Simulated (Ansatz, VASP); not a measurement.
## Two plane-wave programs on SiC

Contents of POSCAR:

```
SiC
1.0
   -3.0751950066      0.0000000000      0.0000000000
   -1.5375975033     -2.6631969973      0.0000000000
   -1.5374437435     -0.8876435592     10.0963337124
Si C
4 4
Direct
    0.0313463879      0.0313463879      0.9060514413
    0.1979963879      0.1979963879      0.4060514413
    0.6146547213      0.6146547213      0.1560514413
    0.4480047213      0.4480047213      0.6560514413
    0.3020202787      0.3020202787      0.0939485587
    0.1353702787      0.1353702787      0.5939485587
    0.5520286121      0.5520286121      0.3439485587
    0.3853786121      0.3853786121      0.8439485587
```

Contents of INCAR.step1:

```
  PREC = Accurate
  ENCUT = 520
  ISMEAR = 0
  SIGMA = 0.05
  LREAL = False
  LASPH = True
  NELM = 100
  NBANDS = 26
  GGA = PE
  ALGO = Normal
  EDIFF = 1E-4
  LWAVE = True
  LCHARG = False
```

Contents of INCAR.step2:

```
  PREC = Accurate
  ENCUT = 520
  EDIFF = 1E-6
  ISMEAR = 0
  SIGMA = 0.05
  LREAL = False
  LASPH = True
  NELM = 100
  ALGO = Normal
  ISIF = 2
  LWAVE = False
  LCHARG = False
  METAGGA = R2SCAN
  LMIXTAU = True
  NBANDS = 26
  ISTART = 1
```

Contents of KPOINTS:

```
Automatic mesh
0
Gamma
  8 8 3
```

Input for Ansatz:

```yaml
crystal:
  lattice:
    - [-3.0751950066, 0.0, 0.0]
    - [-1.5375975033, -2.6631969973, 0.0]
    - [-1.5374437435, -0.8876435592, 10.0963337124]
  atoms:
    - { symbol: Si, position: [0.0313463879, 0.0313463879, 0.9060514413] }
    - { symbol: Si, position: [0.1979963879, 0.1979963879, 0.4060514413] }
    - { symbol: Si, position: [0.6146547213, 0.6146547213, 0.1560514413] }
    - { symbol: Si, position: [0.4480047213, 0.4480047213, 0.6560514413] }
    - { symbol: C, position: [0.3020202787, 0.3020202787, 0.0939485587] }
    - { symbol: C, position: [0.1353702787, 0.1353702787, 0.5939485587] }
    - { symbol: C, position: [0.5520286121, 0.5520286121, 0.3439485587] }
    - { symbol: C, position: [0.3853786121, 0.3853786121, 0.8439485587] }
basis:
  ecutwfc: 500
kpoints:
  mp_grid: { grid: [8, 8, 3] }
hamiltonian:
  xc: r2scan
scf:
  occupations: { method: gaussian, width: 0.05 }
output:
  forces: true
  stress: true
  eigenvalues: true
```

Alike in both runs: task single point; functional r2SCAN; k mesh 8 × 8 × 3; occupations gaussian, width 0.05 eV; no spin polarisation.

```csv
,VASP,Ansatz
version,VASP 6.6.1,Ansatz 0.2.0
potentials or method,"VASP PAW PBE potentials, release 64 (Si, C), cutoff 520 eV","scalar-relativistic, plane waves, PAW"
valence electrons in the cell,32,32
```

|  | VASP | Ansatz | Ansatz less VASP |
| --- | --- | --- | --- |
| gap on the k mesh at the Fermi level (eV) | 0.78 | 0.78 | +0.004 |
| least direct gap on the mesh (eV) | 1.32 | 1.33 | +0.010 |
| pressure (GPa) | 0.1 | 0.2 | +0.12 |
| traceless stress, the component that is largest in VASP (GPa) | 12.91 | 12.93 | +0.019 |
| rms of the force components (eV/Å) | 0.492 | 0.493 | +0.0005 |

VASP's potentials were made for PBE, not for r2SCAN. Atom by atom the forces differ by 0.008 eV/Å (rms over components). The functional is the same, so the differences come from potentials, cutoffs and numerics.
